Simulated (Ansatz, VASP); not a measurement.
One calculation of PbS, two programs

```
CELL_PARAMETERS angstrom
2.11266 1.21975 3.45192
-2.11266 1.21975 3.45192
0.00000 -2.43949 3.45192
ATOMIC_POSITIONS crystal
Pb 0.98057 0.98057 0.98057
S 0.47504 0.47504 0.47504
```

Alike in both runs: task single point; functional PBE; k mesh 3 × 3 × 3; occupations gaussian, width 0.1 eV; no spin polarisation.

|  | VASP | Ansatz |
| --- | --- | --- |
| version | VASP 6.6.1 | Ansatz 0.2.0 |
| potentials or method | VASP PAW PBE potentials, release 64 (Pb_d, S), cutoff 500 eV | scalar-relativistic, plane waves, PAW |
| valence electrons in the cell | 20 | 20 |

```tsv
	VASP	Ansatz	Ansatz less VASP
pressure (GPa)	-0.1	-0.1	+0.06
```

The k mesh is coarse, so the values compare programs but aren't converged. Neither program's run includes spin-orbit coupling.
